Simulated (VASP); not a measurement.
AlNi, 2 atoms in the cell. It takes space group P4mm (No. 99, tetragonal). The conventional cell has a = 2.881 Å, b = 2.881 Å, c = 2.881 Å, α = 90.00°, β = 90.00°, γ = 90.00°. Within 3.3 Å of Al (site symmetry 4mm) lie 8 Ni at 2.47 to 2.52 Å and 6 Al at 2.88 Å. Ni (site symmetry 4mm) has 8 Al at 2.47 to 2.52 Å and 6 Ni at 2.88 Å within 3.3 Å. 

```yaml
Program: VASP 6.6.1
Task: single point
Functional: PBEsol
Potentials_or_basis: VASP PAW PBE potentials, release 64 (Al, Ni)
Cutoff: 520 eV
k_mesh: 11 × 11 × 11
Occupations: fermi-dirac, width 0.1 eV
Spin: collinear spin, ferromagnetic start
Starting_moments: "[0.0, 1.0] μB"
Dipole_correction: no
Further_INCAR_settings: ALGO = Normal; EDIFF = 1e-06; NBANDS = 18
```

Potentials or basis: VASP PAW PBE potentials, release 64 (Al, Ni).

Command:

```bash
$ cat potpaw_PBE.64/Al/POTCAR potpaw_PBE.64/Ni/POTCAR > POTCAR
$ mpirun -np 1 vasp_std > vasp.out
```

Hardware: 1 thread of Intel(R) Xeon(R) 6975P-C (Granite Rapids) (shared host).

Q: How long does it take, and how much memory?

A: It took 30 s on 1 thread of Intel(R) Xeon(R) 6975P-C (Granite Rapids) (shared host), peak memory 0.21 GiB. Counts: scf iterations 14, k points 126.
